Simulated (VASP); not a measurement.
**GaP: single point with PBE**

GaP:

```xyz
2
Lattice="0.0000 2.6026 2.7252 2.7252 0.0000 2.7252 2.7252 2.6026 0.0000" Properties=species:S:1:pos:R:3 pbc="T T T"
Ga    0.0000    0.0000    0.0000
P     4.0879    3.9039    4.0879
```

This cell differs from its parent crystal: strain -0.0450 x Voigt [0, 1, 0, 0, 0, 0].

- Program: VASP 6.6.1
- Task: single point
- Functional: PBE
- Potentials or basis: VASP PAW PBE potentials, release 64 (Ga_d, P)
- Cutoff: 520 eV
- k mesh: 8 × 8 × 8
- Occupations: gaussian, width 0.05 eV
- Spin: no spin polarisation
- Dipole correction: no
- Further INCAR settings: ALGO = Normal; EDIFF = 1e-06; NBANDS = 16

The pressure is 6.8 GPa and the band gap on the k mesh is 1.12 eV, indirect (least direct gap 2.03 eV).

Stress tensor (GPa, compression positive):
```
5.77 0.00 0.00
0.00 8.85 0.00
0.00 0.00 5.77
```

Levels at points of the mesh, in eV from the valence-band top:
```csv
k point,band 5,band 6,band 7,band 8,band 9,band 10,band 11,band 12,band 13,band 14
"(0.00, 0.00, 0.00)",-14.69,-13.01,-0.25,-0.25,0.00,2.03,3.66,3.76,3.76,8.83
"(0.50, 0.00, 0.00)",-14.67,-10.78,-7.06,-1.54,-1.16,1.60,4.36,4.79,8.23,10.98
"(0.50, 0.50, 0.00)",-14.67,-9.90,-7.24,-2.91,-2.87,1.51,1.76,10.61,10.68,11.27
"(0.50, 0.00, 0.50)",-14.66,-9.68,-6.92,-3.22,-3.22,1.18,1.31,10.74,10.74,11.73
```

Wall time 26 s on 1 thread of Intel(R) Xeon(R) Platinum 8488C (Sapphire Rapids), with other jobs on the host, peak memory 0.18 GiB.

Caveat: the cell differs from its parent crystal (strain -0.0450 x Voigt [0, 1, 0, 0, 0, 0]). A k mesh can miss the band edges.
